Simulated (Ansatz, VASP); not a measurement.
**BaTe: VASP beside Ansatz**

INCAR

```
  PREC = Accurate
  ENCUT = 520
  EDIFF = 1E-7
  ISMEAR = 0
  SIGMA = 0.01
  LREAL = F
  LASPH = T
  NELM = 100
  ALGO = Normal
  ISIF = 2
  LWAVE = F
  LCHARG = F
  GGA = PE
  NBANDS = 24
```

The input KPOINTS:

```
regular mesh
0
Gamma
  6 6 4
```

The input POSCAR:

```
BaTe
1.0
    5.9721823866      0.0000000000      0.0000000000
   -2.9860911933      5.1720616628      0.0000000000
    0.0000000000      0.0000000000      7.0036862921
Ba Te
2 2
Direct
    0.3333333333      0.6666666667     -0.0625000000
    0.6666666667      0.3333333333      0.4375000000
    0.3333333333      0.6666666667      0.4375000000
    0.6666666667      0.3333333333      0.9375000000
```

Input for Ansatz:

```yaml
crystal:
  lattice:
    - [5.9721823866, 0.0, 0.0]
    - [-2.9860911933, 5.1720616628, 0.0]
    - [0.0, 0.0, 7.0036862921]
  atoms:
    - { symbol: Ba, position: [0.3333333333, 0.6666666667, -0.0625] }
    - { symbol: Ba, position: [0.6666666667, 0.3333333333, 0.4375] }
    - { symbol: Te, position: [0.3333333333, 0.6666666667, 0.4375] }
    - { symbol: Te, position: [0.6666666667, 0.3333333333, 0.9375] }
kpoints:
  mp_grid: { grid: [6, 6, 4] }
hamiltonian:
  xc: pbe
scf:
  occupations: { method: fixed }
output:
  optics: { e_range: [0, 14], de: 0.05, sigma: 0.1, bands: auto }
```

Alike in both runs: task single point; functional PBE; k mesh 6 × 6 × 4; no spin polarisation.

|  | VASP | Ansatz |
| --- | --- | --- |
| version | VASP 6.6.1 | Ansatz 0.2.0 |
| potentials or method | VASP PAW PBE potentials, release 64 (Ba_sv, Te) | plane waves, PAW |
| plane-wave cutoff (eV) | 520 | 420 |
| occupations | gaussian, width 0.01 eV | fixed |
| valence electrons in the cell | 32 | 52 |

```tsv
	VASP	Ansatz	Ansatz less VASP
gap on the k mesh at the Fermi level (eV)	1.89	1.96	+0.074
```

VASP's potentials hold 32 valence electrons a cell and Ansatz's 52, so a difference there can come from the potentials and not from the codes.

Spin-orbit coupling is off throughout.
